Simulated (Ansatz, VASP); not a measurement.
## Na2S: VASP beside Ansatz

```
CELL_PARAMETERS angstrom
0.00000 3.27350 3.27350
3.27350 0.00000 3.27350
3.27350 3.27350 0.00000
ATOMIC_POSITIONS crystal
S 0.00000 0.00000 0.00000
Na 0.75000 0.75000 0.75000
Na 0.25000 0.25000 0.25000
```

Alike in both runs: task single point; functional LDA; k mesh 7 × 7 × 7; occupations fermi-dirac, width 0.05 eV; no spin polarisation.

```csv
,VASP,Ansatz
version,VASP 6.6.1,Ansatz 0.2.0
potentials or method,"VASP PAW LDA potentials, release 64 (S, Na_pv)",Ansatz PAW
plane-wave cutoff (eV),500,420
valence electrons in the cell,20,24
```

|  | VASP | Ansatz | Ansatz less VASP |
| --- | --- | --- | --- |
| gap on the k mesh at the Fermi level (eV) | 2.24 | 2.24 | -0.007 |
| least direct gap on the mesh (eV) | 2.24 | 2.24 | -0.007 |
| pressure (GPa) | -2.2 | -2.2 | +0.02 |

LDA's correlation is that of Perdew and Zunger in VASP and of Perdew and Wang (1992) in Ansatz. VASP's potentials hold 20 valence electrons a cell and Ansatz's 24, so a difference there can come from the potentials and not from the codes.

Noted on Ansatz's run: odd divisions of the mesh miss points on the zone boundary, where band edges often lie, so the gap on the mesh can be too wide.
